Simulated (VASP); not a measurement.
Here is a VASP 6.6.1 calculation.

The input INCAR:

```
SYSTEM = SiO2
PREC = Accurate
ENCUT = 520
EDIFF = 1E-6
ISMEAR = 0
SIGMA = 0.1
LREAL = .False.
LASPH = .True.
NELM = 150
ALGO = Normal
ISIF = 2
LWAVE = .False.
LCHARG = .True.
ISPIN = 2
MAGMOM = 0 0 1 1 1 1
LORBIT = 11
GGA = PE
LELF = .True.
LVHAR = .True.
NBANDS = 29
```

The input KPOINTS:

```
Automatic mesh
0
Gamma
  4 4 4
  0 0 0
```

File POSCAR:

```
SiO2
1.0
   -2.8383798263      2.8383798263      2.6118444234
    2.8383798263     -2.8383798263      2.6118444234
    2.8383798263      2.8383798263     -2.6118444234
Si O
2 4
Direct
    0.0000000000      0.0000000000      0.0000000000
    0.5000000000      0.5000000000      0.0000000000
    0.0000000000      0.2885232529      0.2885232529
    0.0000000000      0.7114767471      0.7114767471
    0.2885232529      0.0000000000      0.2885232529
    0.7114767471      0.0000000000      0.7114767471
```

Potentials or basis: VASP PAW PBE potentials, release 64 (Si, O).

Run with:

```bash
$ cat potpaw_PBE.64/Si/POTCAR potpaw_PBE.64/O/POTCAR > POTCAR
$ mpirun -np 1 vasp_std > vasp.out
```

Question: Estimate the pressure.

Answer: 0.3 GPa.

Question: What does it give for the largest force?

Answer: 0.100 eV/Å.

Forces on the atoms (eV/Å):
```
Si   0.000  0.000  0.000
Si   0.000  0.000  0.000
O    0.100  0.000  0.000
O   -0.100  0.000  0.000
O    0.000  0.100  0.000
O    0.000 -0.100  0.000
```

Caveat: the k points lie up to 0.41 Å⁻¹ apart.
